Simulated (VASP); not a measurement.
# B (Pnnm) in VASP: notebook

Runs on B. Level: PBE. Tasks: single point, relaxation of cell and atoms.

Everything below comes from runs of VASP 6.6.1. Logs are shortened: lines on timing, memory, paths and dates and some standing lists are left out, and cuts for length are marked.

### Step 1. The cell of the first run

The structure is orthorhombic, space group Pnnm (No. 58). The conventional cell has a = 2.958 Å, b = 3.290 Å, c = 8.587 Å, α = 90.00°, β = 90.00°, γ = 90.00°. Within 2.3 Å of B (site symmetry 1) lie 7 B at 1.72 to 1.93 Å. Within 2.3 Å of B (site symmetry m) lie 4 B at 1.72 to 2.04 Å.

The cell was built from a structure type or drawn by symmetry, and may not be a known phase.

### Step 2. Single point, PBE

INCAR

```
SYSTEM = B
PREC = Accurate ; ENCUT = 520
EDIFF = 1E-6 ; ISMEAR = 0
SIGMA = 0.1 ; LREAL = .FALSE.
LASPH = .TRUE. ; NELM = 80
ALGO = Normal ; ISIF = 2
LWAVE = .FALSE. ; LCHARG = .TRUE.
GGA = PE ; LELF = .TRUE.
LVHAR = .TRUE. ; NBANDS = 30
```

KPOINTS

```
regular mesh
0
G
  6 4 2
  0 0 0
```

POSCAR

```
B
1.0
    3.2899112732      0.0000000000      0.0000000000
    0.0000000000      2.9577394661      0.0000000000
    0.0000000000      0.0000000000      8.5874020246
B
12
Direct
    0.8534021115      0.2485430926      0.1916036390
    0.3534021115      0.2514569074      0.3083963610
    0.6465978885      0.7485430926      0.3083963610
    0.1465978885      0.7514569074      0.1916036390
    0.1465978885      0.7514569074      0.8083963610
    0.6465978885      0.7485430926      0.6916036390
    0.3534021115      0.2514569074      0.6916036390
    0.8534021115      0.2485430926      0.8083963610
    0.7734608199      0.8389775259      0.5000000000
    0.2734608199      0.6610224741      0.0000000000
    0.7265391801      0.3389775259      0.0000000000
    0.2265391801      0.1610224741      0.5000000000
```

Potentials or basis: VASP PAW PBE potentials, release 64 (B).

Started as:

```console
$ cat potpaw_PBE.64/B/POTCAR > POTCAR
$ mpirun -np 1 vasp_std > vasp.out
```

OUTCAR:

```text
SYSTEM = B
   PREC = Accurate
   ENCUT = 520
   EDIFF = 1E-6
   ISMEAR = 0
   LREAL = .FALSE.
   LASPH = .TRUE.
   NELM = 80
   ISIF = 2
   GGA = PE

 ion  position               nearest neighbor table
   1  0.853  0.249  0.192-  11 1.72   4 1.76   4 1.77   3 1.91   3 1.91   2 1.93   2 1.93
   2  0.353  0.251  0.308-  12 1.72   3 1.76   3 1.77   4 1.91   4 1.91   1 1.93   1 1.93
   3  0.647  0.749  0.308-   9 1.72   2 1.76   2 1.77   1 1.91   1 1.91   4 1.93   4 1.93
   4  0.147  0.751  0.192-  10 1.72   1 1.76   1 1.77   2 1.91   2 1.91   3 1.93   3 1.93
   5  0.147  0.751  0.808-  10 1.72   8 1.76   8 1.77   7 1.91   7 1.91   6 1.93   6 1.93
   6  0.647  0.749  0.692-   9 1.72   7 1.76   7 1.77   8 1.91   8 1.91   5 1.93   5 1.93
   7  0.353  0.251  0.692-  12 1.72   6 1.76   6 1.77   5 1.91   5 1.91   8 1.93   8 1.93
   8  0.853  0.249  0.808-  11 1.72   5 1.76   5 1.77   6 1.91   6 1.91   7 1.93   7 1.93
   9  0.773  0.839  0.500-   3 1.72   6 1.72  12 1.77  12 2.04
  10  0.273  0.661  0.000-   4 1.72   5 1.72  11 1.77  11 2.04
  11  0.727  0.339  0.000-   1 1.72   8 1.72  10 1.77  10 2.04
  12  0.227  0.161  0.500-   2 1.72   7 1.72   9 1.77   9 2.04

  LATTYP: Found a simple orthorhombic cell.
 ALAT       =     2.9577394661
 B/A-ratio  =     1.1123059725
 C/A-ratio  =     2.9033666160

  Lattice vectors:

 A1 = (   0.0000000000,  -2.9577394661,   0.0000000000)
 A2 = (   3.2899112732,   0.0000000000,   0.0000000000)
 A3 = (   0.0000000000,   0.0000000000,   8.5874020246)

Analysis of symmetry for initial positions (statically):
=====================================================================
 Subroutine PRICEL returns:
 Original cell was already a primitive cell.

 Routine SETGRP: Setting up the symmetry group for a
 simple orthorhombic supercell.

 Subroutine GETGRP returns: Found  8 space group operations
 (whereof  4 operations were pure point group operations)
 out of a pool of  8 trial point group operations.

The static configuration has the point symmetry C_2h.
 The point group associated with its full space group is D_2h.

Analysis of symmetry for dynamics (positions and initial velocities):
=====================================================================
 Subroutine PRICEL returns:
 Original cell was already a primitive cell.

 Routine SETGRP: Setting up the symmetry group for a
 simple orthorhombic supercell.

 Subroutine GETGRP returns: Found  8 space group operations
 (whereof  4 operations were pure point group operations)
 out of a pool of  8 trial point group operations.

The dynamic configuration has the point symmetry C_2h.
 The point group associated with its full space group is D_2h.

 Subroutine INISYM returns: Found  8 space group operations
 (whereof  4 operations are pure point group operations),
 and found     1 'primitive' translations

----------------------------------------------------------------------------------------

                                     Primitive cell

  volume of cell :      83.5614

  direct lattice vectors                    reciprocal lattice vectors
     3.289911273  0.000000000  0.000000000     0.303959565  0.000000000  0.000000000
     0.000000000  2.957739466  0.000000000     0.000000000  0.338096040  0.000000000
     0.000000000  0.000000000  8.587402025     0.000000000  0.000000000  0.116449655

  length of vectors
     3.289911273  2.957739466  8.587402025     0.303959565  0.338096040  0.116449655

  position of ions in fractional coordinates (direct lattice)
     0.853402112  0.248543093  0.191603639
     0.353402112  0.251456907  0.308396361
     0.646597888  0.748543093  0.308396361
     0.146597888  0.751456907  0.191603639
     0.146597888  0.751456907  0.808396361
     0.646597888  0.748543093  0.691603639
     0.353402112  0.251456907  0.691603639
     0.853402112  0.248543093  0.808396361
     0.773460820  0.838977526  0.500000000
     0.273460820  0.661022474  0.000000000
     0.726539180  0.338977526  0.000000000
     0.226539180  0.161022474  0.500000000

  ion indices of the primitive-cell ions
   primitive index   ion index
                 1           1
                 2           2
                 3           3
                 4           4
                 5           5
                 6           6
                 7           7
                 8           8
                 9           9
                10          10
                11          11
                12          12

----------------------------------------------------------------------------------------

 KPOINTS: regular mesh

Automatic generation of k-mesh.
 Grid dimensions read from file:
 generate k-points for:    6    4    2

 Generating k-lattice:

  Cartesian coordinates                     Fractional coordinates (reciprocal lattice)
     0.050659928  0.000000000  0.000000000     0.166666667  0.000000000  0.000000000
     0.000000000  0.084524010  0.000000000     0.000000000  0.250000000  0.000000000
     0.000000000  0.000000000  0.058224827     0.000000000  0.000000000  0.500000000

  Length of vectors
     0.050659928  0.084524010  0.058224827

  Shift w.r.t. Gamma in fractional coordinates (k-lattice)
     0.000000000  0.000000000  0.000000000

 Subroutine IBZKPT returns following result:
 ===========================================

 Found     24 irreducible k-points:

 Following reciprocal coordinates:
            Coordinates               Weight
  0.000000  0.000000  0.000000      1.000000
  0.166667  0.000000  0.000000      2.000000
  0.333333  0.000000  0.000000      2.000000
  0.500000  0.000000  0.000000      1.000000
  0.000000  0.250000  0.000000      2.000000
  0.166667  0.250000  0.000000      4.000000
[... 16 lines left out ...]
  0.333333  0.500000  0.500000      2.000000
  0.500000  0.500000  0.500000      1.000000
   k-points           NKPTS =     24   k-points in BZ     NKDIM =     24   number of bands    NBANDS=     30
   number of dos      NEDOS =    301   number of ions     NIONS =     12
   total plane-waves  NPLWV =  36864
   dimension x,y,z NGX =    24 NGY =   24 NGZ =   64
   dimension x,y,z NGXF=    48 NGYF=   48 NGZF=  128
   ions per type =              12
   NGX,Y,Z   is equivalent  to a cutoff of  12.13, 13.49, 12.39 a.u.
   NGXF,Y,Z  is equivalent  to a cutoff of  24.26, 26.98, 24.78 a.u.
 SYSTEM =  B
   PREC   = accura    normal or accurate (medium, high low for compatibility)
   ISTART =      0    job   : 0-new  1-cont  2-samecut
   ICHARG =      2    charge: 1-file 2-atom 10-const
   ISPIN  =      1    spin polarized calculation?
   LNONCOLLINEAR =      F non collinear calculations
   LSORBIT =      F    spin-orbit coupling
   LASPH  =      T    aspherical Exc in radial PAW
   ENCUT  =  520.0 eV  38.22 Ry    6.18 a.u.   6.12  5.50 15.97*2*pi/ulx,y,z
   NELM   =     80;   NELMIN=  2; NELMDL= -5     # of ELM steps
   EDIFF  = 0.1E-05   stopping-criterion for ELM
   LREAL  =      F    real-space projection
   EDIFFG = 0.1E-04   stopping-criterion for IOM
   NSW    =      0    number of steps for IOM
   IBRION =     -1    ionic relax: 0-MD 1-quasi-New 2-CG
   NFREE  =      0    steps in history (QN), initial steepest desc. (CG)
   ISIF   =      2    stress and relaxation
   ISYM   =      2    0-nonsym 1-usesym 2-fastsym
   POTIM  = 0.5000    time-step for ionic-motion
   TEBEG  =    0.0;   TEEND  =   0.0 temperature during run
   PSTRESS=    0.0 pullay stress
   NELECT =      36.0000    total number of electrons
   NUPDOWN=      -1.0000    fix difference up-down
   EMIN   =  10.00;   EMAX   =-10.00  energy-range for DOS
   EFERMI =   0.00;   METHOD = LEGACY
   ISMEAR =     0;   SIGMA  =   0.10  broadening in eV -4-tet -1-fermi 0-gaus
   EFERMI_NEDOS =   21; number of points for ismear=-14 and -15
   IALGO  =     38    algorithm
   IMIX   =      4    mixing-type and parameters
     AMIX     =   0.40;   BMIX     =  1.00
     AMIX_MAG =   1.60;   BMIX_MAG =  1.00
  volume/ion in A,a.u.               =       6.96        46.99
  Fermi-wavevector in a.u.,A,eV,Ry     =   1.236442  2.336536 20.800430  1.528788
  Thomas-Fermi vector in A             =   2.371050
   LORBIT       =      0    0 simple, 1 ext, 2 COOP (PROOUT), +10 PAW based schemes
   GGA     = PE    functional components
   LHFCALC =     F    Hartree Fock is set to
   AEXX    =    0.0000 exact exchange contribution
   IVDW    =     0    specifies the selected vdW correction
   LEPSILON=     F    determine dielectric tensor
   LRPA    =     F    only Hartree local field effects (RPA)
 non-spin polarized calculation
 Gauss-broadening in eV      SIGMA  =   0.10
  energy-cutoff  :      520.00
  volume of cell :       83.56
 maximum number of plane-waves:      2276
   NGX = 13   NGY = 11   NGZ = 31

 number of electron      35.9999999 magnetization

 Free energy of the ion-electron system (eV)
  ---------------------------------------------------
  ext. energy  EPLUGINS =         0.00000000
  ---------------------------------------------------
  free energy    TOTEN  =       -74.08139748 eV

  energy without entropy =      -74.07366384  energy(sigma->0) =      -74.07753066

 E-fermi :   6.8659     XC(G=0): -11.9956

 val. band max:        6.8497285903   @ k =   0.3333   0.2500   0.0000
 cond. band min:       6.9872038847   @ k =   0.5000   0.2500   0.0000
 fundamental gap:      0.1374752944
 Fermi energy:         6.8658589147

 k-point     1 :       0.0000    0.0000    0.0000
  band No.  band energies     occupation
      1      -9.4159      2.00000
      2      -8.7261      2.00000
      3      -6.2228      2.00000
      4      -2.6398      2.00000
      5      -2.5170      2.00000
      6       0.4900      2.00000
[... 22 lines left out ...]
     29      13.8030      0.00000
     30      14.0431      0.00000
[... 728 lines left out ...]
  band No.  band energies     occupation
      1      -3.7107      2.00000
      2      -3.7107      2.00000
      3      -3.2511      2.00000
      4      -3.2511      2.00000
      5      -3.1145      2.00000
      6      -3.1145      2.00000
[... 22 lines left out ...]
     29      17.3826      0.00000
     30      17.3859      0.00000

------------------------ aborting loop because EDIFF is reached ----------------------------------------

  FORCE on cell =-STRESS in cart. coord.  units (eV):
  Direction    XX          YY          ZZ          XY          YZ          ZX
  --------------------------------------------------------------------------------------
  -------------------------------------------------------------------------------------
  Total       -0.0083002      0.0160940      0.0282092     -0.0000000      0.0000000      0.0000000
  in kB       -0.1591460      0.3085814      0.5408738     -0.0000000      0.0000000      0.0000000
  external PRESSURE =       0.2301030 kB  Pullay stress =       0.0000000 kB

 VOLUME and BASIS-vectors are now :
 -----------------------------------------------------------------------------
  energy-cutoff  :      520.00
  volume of cell :       83.56
      direct lattice vectors                 reciprocal lattice vectors
     3.289911273  0.000000000  0.000000000     0.303959565  0.000000000  0.000000000
     0.000000000  2.957739466  0.000000000     0.000000000  0.338096040  0.000000000
     0.000000000  0.000000000  8.587402025     0.000000000  0.000000000  0.116449655

 POSITION                                       TOTAL-FORCE (eV/Angst)
 -----------------------------------------------------------------------------------
      2.80762      0.73513      1.64538         0.002755     -0.002434      0.008859
      1.16266      0.74374      2.64832         0.002755      0.002434     -0.008859
      2.12725      2.21400      2.64832        -0.002755     -0.002434     -0.008859
      0.48229      2.22261      1.64538        -0.002755      0.002434      0.008859
      0.48229      2.22261      6.94202        -0.002755      0.002434     -0.008859
      2.12725      2.21400      5.93908        -0.002755     -0.002434      0.008859
      1.16266      0.74374      5.93908         0.002755      0.002434      0.008859
      2.80762      0.73513      6.94202         0.002755     -0.002434     -0.008859
      2.54462      2.48148      4.29370        -0.012867     -0.010843     -0.000000
      0.89966      1.95513      0.00000        -0.012867      0.010843     -0.000000
      2.39025      1.00261      0.00000         0.012867     -0.010843      0.000000
      0.74529      0.47626      4.29370         0.012867      0.010843     -0.000000
 -----------------------------------------------------------------------------------
    total drift:                                0.000000      0.000000      0.000000

  FREE ENERGIE OF THE ION-ELECTRON SYSTEM (eV)
  ---------------------------------------------------
  free  energy   TOTEN  =       -74.0813974756 eV

  energy  without entropy=      -74.0736638402  energy(sigma->0) =      -74.07753066
```

Wall time 30 s (1 thread of AMD EPYC 9R45 (Zen 5), shared host); peak memory 0.16 GiB.

Results:

```yaml
Free_energy: -74.0814 eV
Pressure: 0.0 GPa
Largest_force: 0.017 eV/Å
Band_gap_on_the_k_mesh: zero (bands 18 and 19 overlap by 3.75 eV)
```

Forces in eV/Å, atoms in the order of the input:
```
B    0.003 -0.002  0.009
B    0.003  0.002 -0.009
B   -0.003 -0.002 -0.009
B   -0.003  0.002  0.009
B   -0.003  0.002 -0.009
B   -0.003 -0.002  0.009
B    0.003  0.002  0.009
B    0.003 -0.002 -0.009
B   -0.013 -0.011  0.000
B   -0.013  0.011  0.000
B    0.013 -0.011  0.000
B    0.013  0.011  0.000
```

Levels at points of the mesh, in eV from the Fermi level:
| k point | band 15 | band 16 | band 17 | band 18 | band 19 | band 20 | band 21 | band 22 |
| --- | --- | --- | --- | --- | --- | --- | --- | --- |
| (0.00, 0.00, 0.00) | -0.89 | -0.45 | -0.25 | -0.14 | 1.64 | 1.72 | 1.74 | 2.30 |
| (0.50, 0.00, 0.00) | -1.43 | -1.43 | 1.06 | 1.06 | 1.34 | 1.34 | 1.97 | 1.97 |
| (0.00, 0.50, 0.00) | -1.39 | -1.39 | -1.12 | -1.12 | 1.93 | 1.93 | 2.64 | 2.64 |
| (0.50, 0.50, 0.00) | -3.74 | -3.74 | -3.30 | -3.30 | -2.55 | -2.55 | 5.35 | 5.35 |
| (0.00, 0.00, 0.50) | -1.36 | -1.36 | 0.66 | 0.66 | 0.92 | 0.92 | 2.04 | 2.04 |
| (0.50, 0.00, 0.50) | -2.45 | -2.45 | 1.20 | 1.20 | 1.55 | 1.55 | 1.69 | 1.69 |
| (0.00, 0.50, 0.50) | -2.57 | -2.57 | -1.10 | -1.10 | 1.85 | 1.85 | 2.77 | 2.77 |
| (0.50, 0.50, 0.50) | -4.75 | -4.75 | -2.15 | -2.15 | -1.67 | -1.67 | 4.13 | 4.13 |

Caveat: the k points lie up to 0.53 Å⁻¹ apart, too coarse for converged energies and pressures of a metal.

### Step 3. Single point, PBE

This run uses another cell than the first one, of 6.93 Å³/atom.

INCAR

```
SYSTEM = B
ALGO = Normal
EDIFF = 1E-7
ENCUT = 520
GGA = PE
ISIF = 2
ISMEAR = 0
LASPH = .TRUE.
LCHARG = .FALSE.
LREAL = .FALSE.
LWAVE = .FALSE.
NBANDS = 30
NELM = 60
PREC = Accurate
SIGMA = 0.1
```

KPOINTS

```
k-points
0
G
  6 6 2
  0 0 0
```

POSCAR

```
B
1.0
    2.9412004557      0.0000000000      0.0000000000
    0.0000000000      3.2867010294      0.0000000000
    0.0000000000      0.0000000000      8.5981050801
B
12
Direct
    0.7483284296      0.6479932585      0.6915268543
    0.7516715704      0.1479932585      0.8084731457
    0.2483284296      0.8520067415      0.8084731457
    0.2516715704      0.3520067415      0.6915268543
    0.2516715704      0.3520067415      0.3084731457
    0.2483284296      0.8520067415      0.1915268543
    0.7516715704      0.1479932585      0.1915268543
    0.7483284296      0.6479932585      0.3084731457
    0.3271215046      0.7223873719      0.0000000000
    0.1728784954      0.2223873719      0.5000000000
    0.8271215046      0.7776126281      0.5000000000
    0.6728784954      0.2776126281      0.0000000000
```

Potentials or basis: VASP PAW PBE potentials, release 64 (B).

Started as:

```console
$ cat potpaw_PBE.64/B/POTCAR > POTCAR
$ mpirun -np 1 vasp_std > vasp.out
```

Run time: 42 s. Hardware: 1 thread of AMD EPYC 9R45 (Zen 5), shared host; peak memory 0.17 GiB.

Results (log left out):

```
Free energy            : -74.2522 eV
Pressure               : 0.1 GPa
Largest force          : 0.021 eV/Å
Band gap on the k mesh : zero (bands 18 and 19 overlap by 4.03 eV)
```

Forces in eV/Å, atoms in the order of the input:
```
B    0.010 -0.017 -0.004
B   -0.010 -0.017  0.004
B    0.010  0.017  0.004
B   -0.010  0.017 -0.004
B   -0.010  0.017  0.004
B    0.010  0.017 -0.004
B   -0.010 -0.017 -0.004
B    0.010 -0.017  0.004
B   -0.005  0.002  0.000
B    0.005  0.002  0.000
B   -0.005 -0.002  0.000
B    0.005 -0.002  0.000
```

Stress tensor (GPa, compression positive):
```
0.01 0.00 0.00
0.00 0.09 0.00
0.00 0.00 0.13
```

Levels at points of the mesh, in eV from the Fermi level:
```
           k point  band 16  band 17  band 18  band 19  band 20  band 21
(0.00, 0.00, 0.00)    -0.36    -0.19     0.08     1.71     1.94     2.03
(0.50, 0.00, 0.00)    -1.35    -0.81    -0.81     1.86     1.86     2.83
(0.00, 0.50, 0.00)    -1.38     1.29     1.29     1.60     1.60     2.15
(0.50, 0.50, 0.00)    -3.66    -3.21    -3.21    -2.56    -2.56     5.52
(0.00, 0.00, 0.50)    -1.22     0.73     0.73     1.06     1.06     2.32
(0.50, 0.00, 0.50)    -2.55    -0.77    -0.77     1.81     1.81     2.98
(0.00, 0.50, 0.50)    -2.27     1.47     1.47     1.83     1.83     1.86
(0.50, 0.50, 0.50)    -4.68    -2.09    -2.09    -1.65    -1.65     4.31
```

Caveat: the k points lie up to 0.37 Å⁻¹ apart, too coarse for converged energies and pressures of a metal.

(Continued in part 2 of 2.)
